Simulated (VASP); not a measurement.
**Zr3S2: relaxation of cell and atoms with PBE**

Zr3S2:

```
Zr S
1.0
     2.90254    1.67578    3.48777
    -2.90254    1.67578    3.48777
     0.00000   -3.35156    3.48777
Zr S
3 2
Direct
  0.83873 0.50000 0.16127
  0.50000 0.16127 0.83873
  0.16127 0.83873 0.50000
  0.66502 0.66502 0.66502
  0.33498 0.33498 0.33498
```

```
Program                : VASP 6.6.1
Task                   : relaxation of cell and atoms
Functional             : PBE
Potentials or basis    : VASP PAW PBE potentials, release 64 (Zr_sv, S)
Cutoff                 : 600 eV
k mesh                 : 6 × 6 × 6
Occupations            : fermi-dirac, width 0.05 eV
Spin                   : no spin polarisation
Dipole correction      : no
Further INCAR settings : ALGO = Normal; EDIFF = 1e-06; IBRION = 2; EDIFFG = -0.01; NSW = 60; ISIF = 3
```

| Item | Value |
| --- | --- |
| Relaxed volume | 20.21 Å³/atom |
| Relaxed cell | a = 4.827 Å, b = 4.827 Å, c = 4.827 Å, α = 73.68°, β = 73.68°, γ = 73.68° |
| Space group after relaxing (to 0.05 Å) | R32 (No. 155) |
| Energy gained by relaxing | 0.5 meV/atom |
| Ionic steps | 4 |
| Pressure after relaxing | 0.0 GPa |
| Largest force after relaxing | 0.007 eV/Å |
| Band gap on the k mesh | zero (band 24 reaches 9.08 eV, above the bottom of band 25 at 8.84 eV) |

Forces in eV/Å, atoms in the order of the input:
```
Zr  -0.003 -0.006  0.000
Zr  -0.003  0.006  0.000
Zr   0.007  0.000  0.000
S    0.000  0.000  0.003
S    0.000  0.000 -0.003
```

Stress tensor (GPa, compression positive):
```
-0.01  0.00  0.00
 0.00 -0.01  0.00
 0.00  0.00  0.07
```

Step by step:
| step | energy change (eV) | largest force (eV/Å) | pressure (GPa) | volume (Å³) |
| --- | --- | --- | --- | --- |
| 1 | 0.0000 | 0.0550 | -0.88 | 101.79 |
| 2 | 0.0008 | 0.0257 | 1.11 | 100.15 |
| 3 | -0.0022 | 0.0184 | 0.02 | 101.03 |
| 4 | -0.0023 | 0.0066 | 0.01 | 101.04 |

Final structure:
```
Zr S
1.0
     2.89403    1.67087    3.48268
    -2.89403    1.67087    3.48268
     0.00000   -3.34173    3.48268
Zr S
3 2
Cartesian
  0.9793 1.6961 5.2240
  0.9793 -1.6961 5.2240
  -1.9585 0.0000 5.2240
  0.0000 0.0000 6.9476
  0.0000 0.0000 3.5005
```

Levels at points of the mesh, in eV from the Fermi level:
```
           k point  band 21  band 22  band 23  band 24  band 25  band 26  band 27  band 28
(0.00, 0.00, 0.00)    -2.61    -1.83     0.11     0.11     0.70     0.70     2.01     2.77
(0.50, 0.00, 0.00)    -1.21    -1.12    -0.85    -0.66    -0.12     1.02     1.78     1.81
(0.50, 0.50, 0.00)    -1.88    -1.22    -0.83    -0.28    -0.04     0.93     1.91     2.03
(0.50, 0.50, 0.50)    -0.78    -0.39    -0.17    -0.17     0.34     0.34     1.09     1.09
```

It took 3.6 min on 1 thread of Intel Xeon 6975P-C, on a shared host, peak memory 0.31 GiB.
